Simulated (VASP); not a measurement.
AlN, 2 atoms in the cell. It takes space group Imm2 (No. 44, orthorhombic). The conventional cell has a = 3.067 Å, b = 3.160 Å, c = 4.403 Å, α = 90.00°, β = 90.00°, γ = 90.00°. Within 2.5 Å of Al (site symmetry mm2) lie 4 N at 1.89 to 1.93 Å. Within 2.5 Å of N (site symmetry mm2) lie 4 Al at 1.89 to 1.93 Å.  This cell differs from its parent crystal: strain +0.0300 x Voigt [0, 0, 0, 0, 0, 1].

| Item | Value |
| --- | --- |
| Program | VASP 6.6.1 |
| Task | single point |
| Functional | PBE |
| Potentials or basis | VASP PAW PBE potentials, release 64 (Al, N) |
| Cutoff | 520 eV |
| k mesh | 10 × 10 × 10 |
| Occupations | gaussian, width 0.05 eV |
| Spin | no spin polarisation |
| Dipole correction | no |
| Further INCAR settings | ALGO = Normal; EDIFF = 1e-07; NBANDS = 11 |

Potentials or basis: VASP PAW PBE potentials, release 64 (Al, N).

The run is started by

```bash
$ cat potpaw_PBE.64/Al/POTCAR potpaw_PBE.64/N/POTCAR > POTCAR
$ mpirun -np 1 vasp_std > vasp.out
```

Hardware: 1 thread of Intel(R) Xeon(R) Platinum 8375C CPU @ 2.90GHz (Ice Lake), on a shared host.

Q: How long does it take, and how much memory?

A: It took 20 s on 1 thread of Intel(R) Xeon(R) Platinum 8375C CPU @ 2.90GHz (Ice Lake) (shared host), peak memory 0.16 GiB. Counts: scf iterations 13, k points 171.
